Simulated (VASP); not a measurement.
Input of a VASP 6.6.1 run:

INCAR

```
SYSTEM = Au
PREC = Accurate
ENCUT = 520
EDIFF = 1E-7
ISMEAR = -1
SIGMA = 0.05
LREAL = .FALSE.
LASPH = .TRUE.
NELM = 80
ALGO = Normal
ISIF = 2
LWAVE = .FALSE.
LCHARG = .FALSE.
NBANDS = 12
```

KPOINTS

```
regular mesh
0
G
  16 16 16
  0 0 0
```

File POSCAR:

```
Au
1.0
    0.0000000000      2.0334394765      2.0334394765
    2.0334394765      0.0000000000      2.0334394765
    2.0334394765      2.0334394765      0.0000000000
Au
1
Direct
    0.0000000000      0.0000000000      0.0000000000
```

Potentials or basis: VASP PAW LDA potentials, release 64 (Au).

The run is started by

```console
$ cat potpaw_LDA.64/Au/POTCAR > POTCAR
$ mpirun -np 1 vasp_std > vasp.out
```

(1) Estimate the pressure.

Answers

(1) -2.1 GPa.
